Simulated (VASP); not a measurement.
# Hf2TiN3: single point with PBE

Hf2TiN3:

```
CELL_PARAMETERS angstrom
-0.00003 0.00002 5.36453
5.35761 -0.00005 -0.00006
-2.67884 4.63966 0.00008
ATOMIC_POSITIONS crystal
Hf 0.50000 0.99999 0.00000
Hf 0.00000 0.33541 0.33541
Hf 0.00000 0.00001 0.66460
Hf 0.00000 0.66460 0.00000
Ti 0.50001 0.66665 0.33332
Ti 0.50000 0.33332 0.66666
N 0.74420 0.33758 0.00000
N 0.74420 0.00000 0.33758
N 0.74420 0.66243 0.66243
N 0.25580 0.33758 0.00000
N 0.25580 0.00000 0.33757
N 0.25580 0.66243 0.66242
```

| Quantity | Value |
| --- | --- |
| Program | VASP 6.6.1 |
| Task | single point |
| Functional | PBE |
| Potentials or basis | VASP PAW PBE potentials, release 64 (Hf_pv, Ti_sv, N) |
| Cutoff | 520 eV |
| k mesh | 4 × 6 × 6 |
| Occupations | gaussian, width 0.2 eV |
| Spin | no spin polarisation |
| Dipole correction | no |
| Further INCAR settings | ALGO = Normal; EDIFF = 1e-06; NBANDS = 59 |

```yaml
Pressure: -1.5 GPa
Largest_force: 0.102 eV/Å
Band_gap_on_the_k_mesh: zero (bands 47 and 48 overlap by 0.90 eV)
```

Forces in eV/Å, atoms in the order of the input:
```
Hf   0.000  0.000  0.000
Hf   0.003  0.006  0.000
Hf   0.003 -0.006  0.000
Hf  -0.007  0.000  0.000
Ti   0.001  0.001  0.000
Ti   0.001  0.000  0.000
N   -0.062  0.000  0.081
N    0.031 -0.054  0.081
N    0.031  0.054  0.081
N   -0.062  0.000 -0.081
N    0.031 -0.054 -0.080
N    0.031  0.054 -0.080
```

Levels at points of the mesh, in eV from the Fermi level:
```
           k point  band 43  band 44  band 45  band 46  band 47  band 48  band 49  band 50  band 51  band 52
(0.00, 0.00, 0.00)    -2.87    -1.35    -0.56     0.12     0.12     0.25     0.33     0.59     0.59     1.31
(0.50, 0.00, 0.00)    -3.91    -3.91     0.37     0.37     0.66     0.85     1.08     1.36     1.82     1.82
(0.00, 0.50, 0.00)    -2.21    -2.14    -2.09    -1.71    -1.68     0.57     0.95     1.83     1.92     2.25
(0.50, 0.50, 0.00)    -3.94    -3.93    -0.31    -0.31    -0.26    -0.24    -0.15     0.09     1.90     2.16
(0.00, 0.00, 0.50)    -2.21    -2.14    -2.09    -1.71    -1.68     0.57     0.95     1.83     1.92     2.25
(0.50, 0.00, 0.50)    -3.94    -3.93    -0.31    -0.31    -0.26    -0.24    -0.15     0.09     1.90     2.16
(0.00, 0.50, 0.50)    -2.21    -2.14    -2.09    -1.71    -1.67     0.57     0.95     1.83     1.92     2.25
(0.50, 0.50, 0.50)    -3.94    -3.93    -0.31    -0.31    -0.26    -0.24    -0.15     0.09     1.90     2.16
```

It took 27 min on 1 thread of Intel Xeon 8259CL, with other jobs on the host, peak memory 0.58 GiB.

Caveat: spin-orbit coupling is left out, which moves the levels of the heavy elements.
